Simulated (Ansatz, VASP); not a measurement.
**One calculation of BaTiO3, two programs**

INCAR

```
SYSTEM = BaTiO3
ALGO = Normal
EDIFF = 1E-6
ENCUT = 520
GGA = PE
ISIF = 2
ISMEAR = 0
LASPH = .True.
LCHARG = .True.
LELF = .True.
LREAL = .False.
LVHAR = .True.
LWAVE = .False.
NBANDS = 28
NELM = 60
PREC = Accurate
SIGMA = 0.02
```

The input KPOINTS:

```
k-points
0
Gamma
  8 8 8
  0 0 0
```

The input POSCAR:

```
BaTiO3
1.0
    3.8515811024      0.0000000000      0.0000000000
    0.0000000000      3.8515811024      0.0000000000
    0.0000000000      0.0000000000      3.8515811024
Ba Ti O
1 1 3
Direct
    0.5000000000      0.5000000000      0.5000000000
    0.0000000000      0.0000000000      0.0000000000
    0.5000000000      0.0000000000      0.0000000000
    0.0000000000      0.5000000000      0.0000000000
    0.0000000000      0.0000000000      0.5000000000
```

Input for Ansatz:

```yaml
crystal:
  lattice:
    - [3.8515811024, 0.0, 0.0]
    - [0.0, 3.8515811024, 0.0]
    - [0.0, 0.0, 3.8515811024]
  atoms:
    - { symbol: Ba, position: [0.5, 0.5, 0.5] }
    - { symbol: Ti, position: [0.0, 0.0, 0.0] }
    - { symbol: O, position: [0.5, 0.0, 0.0] }
    - { symbol: O, position: [0.0, 0.5, 0.0] }
    - { symbol: O, position: [0.0, 0.0, 0.5] }
basis:
  ecutwfc: 420
kpoints:
  mp_grid: { grid: [8, 8, 8] }
hamiltonian:
  xc: pbe
scf:
  occupations: { method: gaussian, width: 0.02 }
output:
  forces: true
  stress: true
  eigenvalues: true
```

Alike in both runs: task single point; functional PBE; k mesh 8 × 8 × 8; occupations gaussian, width 0.02 eV; no spin polarisation.

|  | VASP | Ansatz |
| --- | --- | --- |
| version | VASP 6.6.1 | Ansatz 0.2.0 |
| potentials or method | VASP PAW PBE potentials, release 64 (Ba_sv, Ti_sv, O), cutoff 520 eV | scalar-relativistic, plane waves, PAW |
| valence electrons in the cell | 40 | 40 |

VASP gave:

```
gap on the k mesh at the Fermi level (eV) : 1.96
least direct gap on the mesh (eV)         : 1.98
```

What did Ansatz give for the same quantities?

gap on the k mesh at the Fermi level (eV): 2.01; least direct gap on the mesh (eV): 2.01.

With one functional, cell and mesh, what is left measures potentials, basis and numerics.

Spin-orbit coupling is off throughout.
